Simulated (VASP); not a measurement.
Input of a VASP 6.6.1 run:

INCAR

```
SYSTEM = Zr
ALGO = Fast
EDIFF = 1E-6
ENCUT = 520
GGA = PE
ISIF = 2
ISMEAR = 0
LASPH = .True.
LCHARG = .True.
LELF = .True.
LREAL = .False.
LVHAR = .True.
LWAVE = .False.
NBANDS = 19
NELM = 80
PREC = Accurate
SIGMA = 0.15
```

Contents of KPOINTS:

```
k-points
0
Gamma
  18 18 10
  0 0 0
```

POSCAR

```
Zr
1.0
    3.3289581692      0.0000000000      0.0000000000
   -1.6644790846      2.8829623427      0.0000000000
    0.0000000000      0.0000000000      5.3014100000
Zr
2
Direct
    0.3333333333      0.6666666667      0.2500000000
    0.6666666667      0.3333333333      0.7500000000
```

Potentials or basis: VASP PAW PBE potentials, release 64 (Zr_sv).

Run with:

```sh
$ cat potpaw_PBE.64/Zr_sv/POTCAR > POTCAR
$ mpirun -np 1 vasp_std > vasp.out
```

(1) What does it give for the pressure?

(2) Predict the band gap on the k mesh.

Answers

(1) -6.8 GPa.

(2) zero (band 12 reaches 8.88 eV, above the bottom of band 13 at 7.75 eV).

Caveat: the cell differs from its parent crystal (strain +0.030 along x and y, +0.030 along z).
